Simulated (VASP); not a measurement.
# HgTe (Coloradoite) (F-43m) in VASP: further runs, part 2 of 2

VASP 6.6.1.

## (4) Single point, PBEsol+D4

This run uses another cell than the first one, of 33.72 Å³/atom, 1.012 times its volume.

The input, INCAR:

```
SYSTEM = HgTe
PREC = Accurate
ENCUT = 520
EDIFF = 1E-7
ISMEAR = -1
SIGMA = 0.05
LREAL = .False.
LASPH = .True.
NELM = 60
ALGO = Normal
ISIF = 2
LWAVE = .False.
LCHARG = .False.
GGA = PS
IVDW = 13
NBANDS = 16
```

The input, KPOINTS:

```
Automatic mesh
0
Gamma
  7 7 7
  0 0 0
```

The input, POSCAR:

```
HgTe
1.0
    0.0000000000      3.2307661890      3.2307661890
    3.2307661890      0.0000000000      3.2307661890
    3.2307661890      3.2307661890      0.0000000000
Hg Te
1 1
Direct
    0.0000000000      0.0000000000      0.0000000000
    0.7500000000      0.7500000000      0.7500000000
```

Potentials or basis: VASP PAW PBE potentials, release 64 (Hg, Te).

Launch:

```
$ cat potpaw_PBE.64/Hg/POTCAR potpaw_PBE.64/Te/POTCAR > POTCAR
$ mpirun -np 1 vasp_std > vasp.out
```

OUTCAR:

```text
SYSTEM = HgTe
   PREC = Accurate
   ENCUT = 520
   EDIFF = 1E-7
   ISMEAR = -1
   LREAL = .False.
   LASPH = .True.
   NELM = 60
   ISIF = 2
   GGA = PS
   IVDW = 13

 ion  position               nearest neighbor table
   1  0.000  0.000  0.000-   2 2.80   2 2.80   2 2.80   2 2.80
   2  0.750  0.750  0.750-   1 2.80   1 2.80   1 2.80   1 2.80

  LATTYP: Found a face centered cubic cell.
 ALAT       =     6.4615323780

  Lattice vectors:

 A1 = (   0.0000000000,   3.2307661890,   3.2307661890)
 A2 = (   3.2307661890,   0.0000000000,   3.2307661890)
 A3 = (   3.2307661890,   3.2307661890,   0.0000000000)

Analysis of symmetry for initial positions (statically):
=====================================================================
 Subroutine PRICEL returns:
 Original cell was already a primitive cell.

 Routine SETGRP: Setting up the symmetry group for a
 face centered cubic supercell.

 Subroutine GETGRP returns: Found 24 space group operations
 (whereof 24 operations were pure point group operations)
 out of a pool of 48 trial point group operations.

The static configuration has the point symmetry T_d .

Analysis of symmetry for dynamics (positions and initial velocities):
=====================================================================
 Subroutine PRICEL returns:
 Original cell was already a primitive cell.

 Routine SETGRP: Setting up the symmetry group for a
 face centered cubic supercell.

 Subroutine GETGRP returns: Found 24 space group operations
 (whereof 24 operations were pure point group operations)
 out of a pool of 48 trial point group operations.

The dynamic configuration has the point symmetry T_d .

 Subroutine INISYM returns: Found 24 space group operations
 (whereof 24 operations are pure point group operations),
 and found     1 'primitive' translations

----------------------------------------------------------------------------------------

                                     Primitive cell

  volume of cell :      67.4445

  direct lattice vectors                    reciprocal lattice vectors
     0.000000000  3.230766189  3.230766189    -0.154762050  0.154762050  0.154762050
     3.230766189  0.000000000  3.230766189     0.154762050 -0.154762050  0.154762050
     3.230766189  3.230766189  0.000000000     0.154762050  0.154762050 -0.154762050

  length of vectors
     4.568993361  4.568993361  4.568993361     0.268055734  0.268055734  0.268055734

  position of ions in fractional coordinates (direct lattice)
     0.000000000  0.000000000  0.000000000
     0.750000000  0.750000000  0.750000000

  ion indices of the primitive-cell ions
   primitive index   ion index
                 1           1
                 2           2

----------------------------------------------------------------------------------------

 KPOINTS: Automatic mesh

Automatic generation of k-mesh.
 Grid dimensions read from file:
 generate k-points for:    7    7    7

 Generating k-lattice:

  Cartesian coordinates                     Fractional coordinates (reciprocal lattice)
    -0.022108864  0.022108864  0.022108864     0.142857143  0.000000000  0.000000000
     0.022108864 -0.022108864  0.022108864     0.000000000  0.142857143  0.000000000
     0.022108864  0.022108864 -0.022108864     0.000000000  0.000000000  0.142857143

  Length of vectors
     0.038293676  0.038293676  0.038293676

  Shift w.r.t. Gamma in fractional coordinates (k-lattice)
     0.000000000  0.000000000  0.000000000

 Subroutine IBZKPT returns following result:
 ===========================================

 Found     20 irreducible k-points:

 Following reciprocal coordinates:
            Coordinates               Weight
  0.000000  0.000000  0.000000      1.000000
  0.142857  0.000000  0.000000      8.000000
  0.285714  0.000000  0.000000      8.000000
  0.428571  0.000000  0.000000      8.000000
  0.142857  0.142857  0.000000      6.000000
  0.285714  0.142857  0.000000     24.000000
[... 12 lines left out ...]
 -0.428571  0.428571  0.142857     24.000000
 -0.285714  0.428571  0.142857     24.000000
   k-points           NKPTS =     20   k-points in BZ     NKDIM =     20   number of bands    NBANDS=     16
   number of dos      NEDOS =    301   number of ions     NIONS =      2
   total plane-waves  NPLWV =  46656
   dimension x,y,z NGX =    36 NGY =   36 NGZ =   36
   dimension x,y,z NGXF=    72 NGYF=   72 NGZF=   72
   ions per type =               1   1
   NGX,Y,Z   is equivalent  to a cutoff of  13.10, 13.10, 13.10 a.u.
   NGXF,Y,Z  is equivalent  to a cutoff of  26.20, 26.20, 26.20 a.u.
 SYSTEM =  HgTe
   PREC   = accura    normal or accurate (medium, high low for compatibility)
   ISTART =      0    job   : 0-new  1-cont  2-samecut
   ICHARG =      2    charge: 1-file 2-atom 10-const
   ISPIN  =      1    spin polarized calculation?
   LNONCOLLINEAR =      F non collinear calculations
   LSORBIT =      F    spin-orbit coupling
   LASPH  =      T    aspherical Exc in radial PAW
   ENCUT  =  520.0 eV  38.22 Ry    6.18 a.u.   8.50  8.50  8.50*2*pi/ulx,y,z
   NELM   =     60;   NELMIN=  2; NELMDL= -5     # of ELM steps
   EDIFF  = 0.1E-06   stopping-criterion for ELM
   LREAL  =      F    real-space projection
   EDIFFG = 0.1E-05   stopping-criterion for IOM
   NSW    =      0    number of steps for IOM
   IBRION =     -1    ionic relax: 0-MD 1-quasi-New 2-CG
   NFREE  =      0    steps in history (QN), initial steepest desc. (CG)
   ISIF   =      2    stress and relaxation
   ISYM   =      2    0-nonsym 1-usesym 2-fastsym
   POTIM  = 0.5000    time-step for ionic-motion
   TEBEG  =    0.0;   TEEND  =   0.0 temperature during run
   PSTRESS=    0.0 pullay stress
   NELECT =      18.0000    total number of electrons
   NUPDOWN=      -1.0000    fix difference up-down
   EMIN   =  10.00;   EMAX   =-10.00  energy-range for DOS
   EFERMI =   0.00;   METHOD = LEGACY
   ISMEAR =    -1;   SIGMA  =   0.05  broadening in eV -4-tet -1-fermi 0-gaus
   EFERMI_NEDOS =   21; number of points for ismear=-14 and -15
   IALGO  =     38    algorithm
   IMIX   =      4    mixing-type and parameters
     AMIX     =   0.40;   BMIX     =  1.00
     AMIX_MAG =   1.60;   BMIX_MAG =  1.00
  volume/ion in A,a.u.               =      33.72       227.57
  Fermi-wavevector in a.u.,A,eV,Ry     =   1.054023  1.991815 15.115593  1.110965
  Thomas-Fermi vector in A             =   2.189167
   LORBIT       =      0    0 simple, 1 ext, 2 COOP (PROOUT), +10 PAW based schemes
   GGA     = PS    functional components
   LHFCALC =     F    Hartree Fock is set to
   AEXX    =    0.0000 exact exchange contribution
   IVDW    =    13    specifies the selected vdW correction
   LEPSILON=     F    determine dielectric tensor
   LRPA    =     F    only Hartree local field effects (RPA)
 non-spin polarized calculation
  energy-cutoff  :      520.00
  volume of cell :       67.44
 maximum number of plane-waves:      1837
 NGX is ok and might be reduce to    36
   NGX = 17   NGY = 17   NGZ = 17

 number of electron      18.0000001 magnetization

 Free energy of the ion-electron system (eV)
  ---------------------------------------------------
  ext. energy  EPLUGINS =         0.00000000
  ---------------------------------------------------
  free energy    TOTEN  =        -4.36578788 eV

  energy without entropy =       -4.36509038  energy(sigma->0) =       -4.36543913

 E-fermi :   3.0082     XC(G=0):  -8.9416

 val. band max:        2.9671553100   @ k =   0.0000   0.0000   0.0000
 cond. band min:       3.6229767404   @ k =   0.4286   0.0000   0.0000
 fundamental gap:      0.6558214304
 Fermi energy:         3.0082271336

 k-point     1 :       0.0000    0.0000    0.0000
  band No.  band energies     occupation
      1      -9.0648      2.00000
      2      -4.3878      2.00000
      3      -4.3878      2.00000
      4      -4.3878      2.00000
      5      -3.8510      2.00000
      6      -3.8510      2.00000
[... 8 lines left out ...]
     15      12.5056      0.00000
     16      12.5056      0.00000
[... 343 lines left out ...]
 k-point    20 :      -0.2857    0.4286    0.1429
  band No.  band energies     occupation
      1      -8.2989      2.00000
      2      -4.1795      2.00000
      3      -4.1237      2.00000
      4      -3.9207      2.00000
      5      -3.8645      2.00000
      6      -3.2985      2.00000
[... 8 lines left out ...]
     15      12.9888      0.00000
     16      14.7229      0.00000

------------------------ aborting loop because EDIFF is reached ----------------------------------------

  DFT-D4 for vdW energy calculation

  Edisp (eV):   -0.45960

  FORCE on cell =-STRESS in cart. coord.  units (eV):
  Direction    XX          YY          ZZ          XY          YZ          ZX
  --------------------------------------------------------------------------------------
  -------------------------------------------------------------------------------------
  Total       0.04411     0.04411     0.04411     0.00000     0.00000     0.00000
  in kB       1.04796     1.04796     1.04796     0.00000     0.00000     0.00000
  external pressure =        1.05 kB  Pullay stress =        0.00 kB

 VOLUME and BASIS-vectors are now :
 -----------------------------------------------------------------------------
  energy-cutoff  :      520.00
  volume of cell :       67.44
      direct lattice vectors                 reciprocal lattice vectors
     0.000000000  3.230766189  3.230766189    -0.154762050  0.154762050  0.154762050
     3.230766189  0.000000000  3.230766189     0.154762050 -0.154762050  0.154762050
     3.230766189  3.230766189  0.000000000     0.154762050  0.154762050 -0.154762050

 POSITION                                       TOTAL-FORCE (eV/Angst)
 -----------------------------------------------------------------------------------
      0.00000      0.00000      0.00000        -0.000000     -0.000000     -0.000000
      4.84615      4.84615      4.84615         0.000000      0.000000      0.000000
 -----------------------------------------------------------------------------------
    total drift:                                0.000000      0.000000      0.000000

  FREE ENERGIE OF THE ION-ELECTRON SYSTEM (eV)
  ---------------------------------------------------
  free  energy   TOTEN  =        -4.8253862690 eV

  energy  without entropy=       -4.8246887734  energy(sigma->0) =       -4.82503752
```

OSZICAR:

```text
N       E                     dE             d eps       ncg     rms          rms(c)
DAV:   1     0.104882990160E+03    0.10488E+03   -0.81128E+03   648   0.975E+02
DAV:   2    -0.912874785425E+00   -0.10580E+03   -0.98524E+02   736   0.226E+02
DAV:   3    -0.457175516066E+01   -0.36589E+01   -0.36498E+01   752   0.444E+01
DAV:   4    -0.460293797203E+01   -0.31183E-01   -0.31181E-01   912   0.378E+00
DAV:   5    -0.460306010711E+01   -0.12214E-03   -0.12213E-03   816   0.198E-01    0.768E+00
DAV:   6    -0.437885002320E+01    0.22421E+00   -0.44091E-01   768   0.916E+00    0.614E+00
DAV:   7    -0.436798139920E+01    0.10869E-01   -0.99150E-02   752   0.218E+00    0.227E+00
DAV:   8    -0.436601099307E+01    0.19704E-02   -0.10422E-02   736   0.118E+00    0.577E-01
DAV:   9    -0.436577362553E+01    0.23737E-03   -0.67011E-04   832   0.298E-01    0.120E-01
DAV:  10    -0.436578210916E+01   -0.84836E-05   -0.75996E-05   792   0.789E-02    0.502E-02
DAV:  11    -0.436578910742E+01   -0.69983E-05   -0.19351E-05   776   0.346E-02    0.282E-02
DAV:  12    -0.436578788779E+01    0.12196E-05   -0.31424E-06   704   0.146E-02    0.148E-02
DAV:  13    -0.436578787927E+01    0.85156E-08   -0.29815E-07   824   0.310E-03
   1 F= -.48253863E+01 E0= -.48250375E+01  d E =-.697496E-03
```

stdout:

```text
POSCAR found type information on POSCAR HgTe
 POSCAR found :  2 types and       2 ions
 scaLAPACK will be used
 -----------------------------------------------------------------------------
|                                                                             |
|                                                                             |
|     You enforced a specific xc type in the INCAR file but a different       |
|     I HOPE YOU KNOW WHAT YOU ARE DOING!                                     |
|                                                                             |
 -----------------------------------------------------------------------------

 LDA part: xc-table for (Slater+PW92), standard interpolation
 POSCAR, INCAR and KPOINTS ok, starting setup
 FFT: planning ... GRIDC
 FFT: planning ... GRID_SOFT
 FFT: planning ... GRID
 WAVECAR not read
 entering main loop
```

Wall time 12 s (1 thread of Intel Xeon Platinum 8559C (Emerald Rapids), shared host); peak memory 0.21 GiB.

What came out:

```
Free energy                : -4.8254 eV
Pressure                   : 0.1 GPa
Band gap on the k mesh     : zero (filled and empty bands touch)
Dispersion energy per atom : -0.230 eV
```

Levels at points of the mesh, in eV from the Fermi level:
```csv
k point,band 7,band 8,band 9,band 10,band 11,band 12
"(0.00, 0.00, 0.00)",-0.84,-0.04,-0.04,-0.04,4.14,4.14
```

Caveat: the PAW data sets were made with another functional, which shifts forces and pressure a little; spin-orbit coupling is left out, which moves the levels of the heavy elements; pairwise dispersion overbinds metals, which lowers pressure and volume.

## (5) Single point, PBEsol

This run uses another cell than the first one, of 34.50 Å³/atom, 1.035 times its volume.

The input, INCAR:

```
PREC = Accurate
ENCUT = 520
EDIFF = 1E-6
ISMEAR = -1
SIGMA = 0.05
LREAL = F
LASPH = T
NELM = 60
ALGO = Normal
ISIF = 2
LWAVE = F
LCHARG = T
GGA = PS
LELF = T
LVHAR = T
NBANDS = 16
```

The input, KPOINTS:

```
regular mesh
0
Gamma
  7 7 7
```

The input, POSCAR:

```
HgTe
1.0
    0.0000000000      3.2555278302      3.2555278302
    3.2555278302      0.0000000000      3.2555278302
    3.2555278302      3.2555278302      0.0000000000
Hg Te
1 1
Direct
    0.0000000000      0.0000000000      0.0000000000
    0.7500000000      0.7500000000      0.7500000000
```

Launch:

```
$ cat potpaw_PBE.64/Hg/POTCAR potpaw_PBE.64/Te/POTCAR > POTCAR
$ mpirun -np 1 vasp_std > vasp.out
```

It took 13 s on 1 thread of Intel Xeon Platinum 8559C (Emerald Rapids), shared host; peak memory 0.2 GiB.

Results (log left out):

* Free energy: -4.3721 eV
* Pressure: 0.1 GPa
* Band gap on the k mesh: zero (filled and empty bands touch)

Levels at points of the mesh, in eV from the Fermi level:
```tsv
k point	band 5	band 6	band 7	band 8	band 9	band 10	band 11	band 12	band 13	band 14
(0.00, 0.00, 0.00)	-6.76	-6.76	-0.90	-0.04	-0.04	-0.04	4.18	4.18	4.18	6.27
```

Caveat: the PAW data sets were made with another functional, which shifts forces and pressure a little; spin-orbit coupling is left out, which moves the levels of the heavy elements.

## (6) Summary

```tsv
level	potentials or basis	cell	gap on the mesh (eV)	pressure (GPa)
LDA	VASP PAW LDA potentials, release 64 (Hg, Te)	a = 4.551 Å, angles 60.0°, 2 atoms	none	0.3
PBEsol	VASP PAW PBE potentials, release 64 (Hg, Te)	a = 4.546 Å, angles 60.0°, 2 atoms	none	1.9
PBEsol+D4	VASP PAW PBE potentials, release 64 (Hg, Te)	a = 4.569 Å, angles 60.0°, 2 atoms	none	0.1
PBEsol	VASP PAW PBE potentials, release 64 (Hg, Te)	a = 4.604 Å, angles 60.0°, 2 atoms	none	0.1
```

Alike in all rows: task single point; no spin polarisation; k mesh 7 × 7 × 7; cutoff (eV) 520; smearing fermi-dirac 0.05 eV.

Caveats: spin-orbit coupling is left out, which moves the levels of the heavy elements; the PAW data sets were made with another functional, which shifts forces and pressure a little (some runs); pairwise dispersion overbinds metals, which lowers pressure and volume (some runs).

Total energies depend on the potentials used, so only differences within one code and one set of settings carry meaning.
